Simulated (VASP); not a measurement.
# CoO (Pm-3m) in VASP: notebook, part 2 of 2

VASP 6.6.1. Earlier steps stand in the parts before.

## (5) Single point, PBE+U, collinear spin, ferromagnetic start

INCAR reads:

```
  ALGO = Normal
  EDIFF = 1E-6
  ENCUT = 600
  GGA = PE
  GGA_COMPAT = F
  ISIF = 2
  ISMEAR = 0
  ISPIN = 2
  LASPH = T
  LCHARG = F
  LDAU = T
  LDAUJ = 0 0
  LDAUL = 2 -1
  LDAUPRINT = 1
  LDAUTYPE = 2
  LDAUU = 3 0
  LMAXMIX = 4
  LORBIT = 11
  LREAL = F
  LWAVE = F
  MAGMOM = 2 0
  NBANDS = 22
  NELM = 200
  PREC = Accurate
  SIGMA = 0.05
```

KPOINTS reads:

```
k-points
0
Gamma
  9 9 9
```

POSCAR reads:

```
CoO
1.0
    2.5705263100      0.0000000000      0.0000000000
    0.0000000000      2.5705263100      0.0000000000
    0.0000000000      0.0000000000      2.5705263100
Co O
1 1
Direct
    0.0000000000      0.0000000000      0.0000000000
    0.5000000000      0.5000000000      0.5000000000
```

Potentials or basis: VASP PAW PBE potentials, release 64 (Co_sv, O).

Run with:

```sh
> cat potpaw_PBE.64/Co_sv/POTCAR potpaw_PBE.64/O/POTCAR > POTCAR
> mpirun -np 1 vasp_std > vasp.out
```

OUTCAR:

```text
EDIFF = 1E-6
   ENCUT = 600
   GGA = PE
   ISIF = 2
   ISMEAR = 0
   ISPIN = 2
   LASPH = T
   LORBIT = 11
   LREAL = F
   NELM = 200
   PREC = Accurate

 ion  position               nearest neighbor table
   1  0.000  0.000  0.000-   2 2.23   2 2.23   2 2.23   2 2.23   2 2.23   2 2.23   2 2.23   2 2.23

   2  0.500  0.500  0.500-   1 2.23   1 2.23   1 2.23   1 2.23   1 2.23   1 2.23   1 2.23   1 2.23

  LATTYP: Found a simple cubic cell.
 ALAT       =     2.5705263100

  Lattice vectors:

 A1 = (   2.5705263100,   0.0000000000,   0.0000000000)
 A2 = (   0.0000000000,   2.5705263100,   0.0000000000)
 A3 = (   0.0000000000,   0.0000000000,   2.5705263100)

Analysis of symmetry for initial positions (statically):
=====================================================================
 Subroutine PRICEL returns:
 Original cell was already a primitive cell.

 Routine SETGRP: Setting up the symmetry group for a
 simple cubic supercell.

 Subroutine GETGRP returns: Found 48 space group operations
 (whereof 48 operations were pure point group operations)
 out of a pool of 48 trial point group operations.

The static configuration has the point symmetry O_h .

Analysis of symmetry for dynamics (positions and initial velocities):
=====================================================================
 Subroutine PRICEL returns:
 Original cell was already a primitive cell.

 Routine SETGRP: Setting up the symmetry group for a
 simple cubic supercell.

 Subroutine GETGRP returns: Found 48 space group operations
 (whereof 48 operations were pure point group operations)
 out of a pool of 48 trial point group operations.

The dynamic configuration has the point symmetry O_h .

Analysis of structural, dynamic, and magnetic symmetry:
=====================================================================
 Subroutine PRICEL returns:
 Original cell was already a primitive cell.

 Routine SETGRP: Setting up the symmetry group for a
 simple cubic supercell.

 Subroutine GETGRP returns: Found 48 space group operations
 (whereof 48 operations were pure point group operations)
 out of a pool of 48 trial point group operations.

The overall configuration has the point symmetry O_h .

 Subroutine INISYM returns: Found 48 space group operations
 (whereof 48 operations are pure point group operations),
 and found     1 'primitive' translations

----------------------------------------------------------------------------------------

                                     Primitive cell

  volume of cell :      16.9850

[... 113 lines left out ...]
 LDA+U is selected, type is set to LDAUTYPE =  2
   angular momentum for each species LDAUL =     2   -1
   U (eV)           for each species LDAUU =   3.0  0.0
   J (eV)           for each species LDAUJ =   0.0  0.0
   GGA     = PE    functional components
   LHFCALC =     F    Hartree Fock is set to
   AEXX    =    0.0000 exact exchange contribution
   IVDW    =     0    specifies the selected vdW correction
   LEPSILON=     F    determine dielectric tensor
   LRPA    =     F    only Hartree local field effects (RPA)
 spin polarized calculation
 Gauss-broadening in eV      SIGMA  =   0.05
  energy-cutoff  :      600.00
  volume of cell :       16.99
 maximum number of plane-waves:       587
 NGX is ok and might be reduce to    24
   NGX = 11   NGY = 11   NGZ = 11

atom =   1  type =  1  l = 2

 onsite density matrix

spin component  1

  0.9458 -0.0000 -0.0000  0.0000 -0.0000
 -0.0000  0.9458 -0.0000 -0.0000  0.0000
 -0.0000 -0.0000  0.9097 -0.0000  0.0000
  0.0000 -0.0000 -0.0000  0.9458  0.0000
 -0.0000  0.0000  0.0000  0.0000  0.9097

spin component  2

  0.0944  0.0000 -0.0000  0.0000 -0.0000
  0.0000  0.0944 -0.0000  0.0000 -0.0000
 -0.0000 -0.0000  0.8892 -0.0000 -0.0000
  0.0000  0.0000 -0.0000  0.0944  0.0000
 -0.0000 -0.0000 -0.0000  0.0000  0.8892

 occupancies and eigenvectors

  o =  0.0944  v =  0.0000  0.0000  0.0000  0.0000  0.0000  1.0000  0.0000  0.0000  0.0000  0.0000      0.0000  0.0000  0.0000  0.0000  0.0000  0.0000  0.0000  0.0000  0.0000  0.0000
  o =  0.0944  v =  0.0000  0.0000  0.0000  0.0000  0.0000  0.0000 -0.9780  0.0000  0.2087 -0.0000      0.0000  0.0000  0.0000  0.0000  0.0000  0.0000  0.0000  0.0000  0.0000  0.0000
  o =  0.0944  v =  0.0000  0.0000  0.0000  0.0000  0.0000  0.0000  0.2087 -0.0000  0.9780  0.0000      0.0000  0.0000  0.0000  0.0000  0.0000  0.0000  0.0000  0.0000  0.0000  0.0000
  o =  0.8892  v =  0.0000  0.0000  0.0000  0.0000  0.0000  0.0000  0.0000  0.0208 -0.0000 -0.9998      0.0000  0.0000  0.0000  0.0000  0.0000  0.0000  0.0000  0.0000  0.0000  0.0000
  o =  0.8892  v =  0.0000  0.0000  0.0000  0.0000  0.0000  0.0000  0.0000  0.9998 -0.0000  0.0208      0.0000  0.0000  0.0000  0.0000  0.0000  0.0000  0.0000  0.0000  0.0000  0.0000
  o =  0.9097  v =  0.0000 -0.0000 -0.0754  0.0000  0.9971  0.0000  0.0000  0.0000  0.0000  0.0000      0.0000  0.0000  0.0000  0.0000  0.0000  0.0000  0.0000  0.0000  0.0000  0.0000
  o =  0.9097  v =  0.0000 -0.0000 -0.9971  0.0000 -0.0754  0.0000  0.0000  0.0000  0.0000  0.0000      0.0000  0.0000  0.0000  0.0000  0.0000  0.0000  0.0000  0.0000  0.0000  0.0000
  o =  0.9458  v =  1.0000  0.0000  0.0000  0.0000  0.0000  0.0000  0.0000  0.0000  0.0000  0.0000      0.0000  0.0000  0.0000  0.0000  0.0000  0.0000  0.0000  0.0000  0.0000  0.0000
  o =  0.9458  v =  0.0000 -0.6474 -0.0000 -0.7622  0.0000  0.0000  0.0000  0.0000  0.0000  0.0000      0.0000  0.0000  0.0000  0.0000  0.0000  0.0000  0.0000  0.0000  0.0000  0.0000
  o =  0.9458  v =  0.0000 -0.7622  0.0000  0.6474  0.0000  0.0000  0.0000  0.0000  0.0000  0.0000      0.0000  0.0000  0.0000  0.0000  0.0000  0.0000  0.0000  0.0000  0.0000  0.0000

 number of electron      23.0000034 magnetization       2.9999768

 Free energy of the ion-electron system (eV)
  ---------------------------------------------------
  ext. energy  EPLUGINS =         0.00000000
  ---------------------------------------------------
  free energy    TOTEN  =       -10.98816016 eV

  energy without entropy =      -10.98816016  energy(sigma->0) =      -10.98816016

 E-fermi :  10.6079     XC(G=0): -13.5669

 val. band max:       10.0546212902   @ k =   0.4444   0.0000   0.0000
 cond. band min:      11.5797426186   @ k =   0.4444   0.4444   0.0000
 fundamental gap:      1.5251213283
 Fermi energy:        10.6079011386

 spin component 1

 k-point     1 :       0.0000    0.0000    0.0000
  band No.  band energies     occupation
      1     -86.6645      1.00000
      2     -49.8693      1.00000
      3     -49.8693      1.00000
      4     -49.8693      1.00000
      5      -9.8793      1.00000
      6       5.2514      1.00000
[... 1193 lines left out ...]
     21      40.8387      0.00000
     22      41.1395      0.00000

 [... further k-points ...]

------------------------ aborting loop because EDIFF is reached ----------------------------------------

  FORCE on cell =-STRESS in cart. coord.  units (eV):
  Direction    XX          YY          ZZ          XY          YZ          ZX
  --------------------------------------------------------------------------------------
  -------------------------------------------------------------------------------------
  Total        1.8743693      1.8743693      1.8743693     -0.0000000      0.0000000      0.0000000
  in kB      176.8070520    176.8070520    176.8070520     -0.0000000      0.0000000      0.0000000
  external PRESSURE =     176.8070520 kB  Pullay stress =       0.0000000 kB

 VOLUME and BASIS-vectors are now :
 -----------------------------------------------------------------------------
  energy-cutoff  :      600.00
  volume of cell :       16.99
      direct lattice vectors                 reciprocal lattice vectors
     2.570526310  0.000000000  0.000000000     0.389025390  0.000000000  0.000000000
     0.000000000  2.570526310  0.000000000     0.000000000  0.389025390  0.000000000
     0.000000000  0.000000000  2.570526310     0.000000000  0.000000000  0.389025390

 POSITION                                       TOTAL-FORCE (eV/Angst)
 -----------------------------------------------------------------------------------
      0.00000      0.00000      0.00000         0.000000      0.000000      0.000000
      1.28526      1.28526      1.28526         0.000000      0.000000      0.000000
 -----------------------------------------------------------------------------------
    total drift:                                0.000000      0.000000     -0.000000

  FREE ENERGIE OF THE ION-ELECTRON SYSTEM (eV)
  ---------------------------------------------------
  free  energy   TOTEN  =       -10.9881601621 eV

  energy  without entropy=      -10.9881601621  energy(sigma->0) =      -10.98816016

 total charge

# of ion       s       p       d       tot
------------------------------------------
    1        2.151   6.073   6.692  14.916
    2        1.564   3.444   0.000   5.008
--------------------------------------------------
tot          3.715   9.516   6.692  19.924

 magnetization (x)

# of ion       s       p       d       tot
------------------------------------------
    1        0.008   0.010   2.591   2.609
    2        0.025   0.271   0.000   0.296
--------------------------------------------------
tot          0.033   0.281   2.591   2.905
```

OSZICAR:

```text
N       E                     dE             d eps       ncg     rms          rms(c)
DAV:   1     0.245344512736E+03    0.24534E+03   -0.13479E+04  4014   0.273E+03
DAV:   2    -0.171649124697E+01   -0.24706E+03   -0.23452E+03  4556   0.670E+02
DAV:   3    -0.120245845275E+02   -0.10308E+02   -0.10248E+02  4350   0.118E+02
DAV:   4    -0.121068264007E+02   -0.82242E-01   -0.82221E-01  3550   0.901E+00
DAV:   5    -0.121092852245E+02   -0.24588E-02   -0.24588E-02  4424   0.174E+00    0.165E+01
DAV:   6    -0.108053301344E+02    0.13040E+01   -0.16748E+01  4868   0.811E+01    0.250E+01
DAV:   7    -0.106884404297E+02    0.11689E+00   -0.44948E+00  4170   0.444E+01    0.101E+01
DAV:   8    -0.108765069810E+02   -0.18807E+00   -0.28476E-01  3852   0.560E+00    0.557E+00
DAV:   9    -0.109811434263E+02   -0.10464E+00   -0.13987E-01  4842   0.573E+00    0.135E+00
DAV:  10    -0.109833169550E+02   -0.21735E-02   -0.25368E-02  4372   0.276E+00    0.417E-01
DAV:  11    -0.109876924878E+02   -0.43755E-02   -0.71444E-03  4384   0.940E-01    0.161E-01
DAV:  12    -0.109879723567E+02   -0.27987E-03   -0.28134E-04  3744   0.194E-01    0.105E-01
DAV:  13    -0.109881565855E+02   -0.18423E-03   -0.18011E-04  4228   0.140E-01    0.380E-02
DAV:  14    -0.109881595194E+02   -0.29340E-05   -0.24028E-05  3944   0.473E-02    0.868E-03
DAV:  15    -0.109881601621E+02   -0.64266E-06   -0.90546E-07  2368   0.106E-02
   1 F= -.10988160E+02 E0= -.10988160E+02  d E =-.152273E-56  mag=     3.0001
```

stdout:

```text
POSCAR found type information on POSCAR CoO
 POSCAR found :  2 types and       2 ions
 scaLAPACK will be used
 LDA part: xc-table for (Slater+PW92), standard interpolation
 POSCAR, INCAR and KPOINTS ok, starting setup
 FFT: planning ... GRIDC
 FFT: planning ... GRID_SOFT
 FFT: planning ... GRID
 WAVECAR not read
 entering main loop
```

Wall time 21 s (1 thread of Intel Xeon Platinum 8488C (Sapphire Rapids), shared host); peak memory 0.16 GiB.

What came out:

* Free energy: -10.9882 eV
* Pressure: 17.7 GPa
* Band gap on the k mesh: 1.53 eV, indirect (least direct gap 1.81 eV)
* Net moment: 3.00 μB per cell
* Site moments: Co +2.61; O +0.30 μB
* Valence electrons inside the program's atomic spheres: Co 14.92; O 5.01

Eigenvalues of the final occupation matrices:
```tsv
site	spin	trace	eigenvalues
site 1 d	1	4.66	0.91 0.91 0.95 0.95 0.95
site 1 d	2	2.06	0.09 0.09 0.09 0.89 0.89
```

Caveat: a cell with one magnetic atom can't hold antiferromagnetic order, which such compounds often take.
